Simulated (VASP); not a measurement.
Here is a VASP 6.6.1 calculation.

Contents of INCAR:

```
  PREC = Accurate
  ENCUT = 520
  EDIFF = 1E-6
  ISMEAR = 1
  SIGMA = 0.3
  LREAL = F
  LASPH = T
  NELM = 80
  ALGO = Normal
  ISIF = 2
  LWAVE = F
  LCHARG = F
  GGA = PE
  NBANDS = 12
```

KPOINTS

```
regular mesh
0
Gamma
  10 10 10
```

POSCAR

```
Hg
1.0
    2.0783995336      1.1999645302      1.9747385792
   -2.0783995336      1.1999645302      1.9747385792
    0.0000000000     -2.3999290604      1.9747385791
Hg
1
Direct
    0.0000000000      1.0000000000      0.0000000000
```

Potentials or basis: VASP PAW PBE potentials, release 64 (Hg).

The run is started by

```bash
$ cat potpaw_PBE.64/Hg/POTCAR > POTCAR
$ mpirun -np 1 vasp_std > vasp.out
```

(1) Estimate the band gap on the k mesh.

(2) Predict the pressure.

Results:

(1) zero (bands 6 and 7 overlap by 4.24 eV).

(2) 0.1 GPa.

Caveat: so wide a smearing shifts energies and pressures; spin-orbit coupling is left out, which moves the levels of the heavy elements.
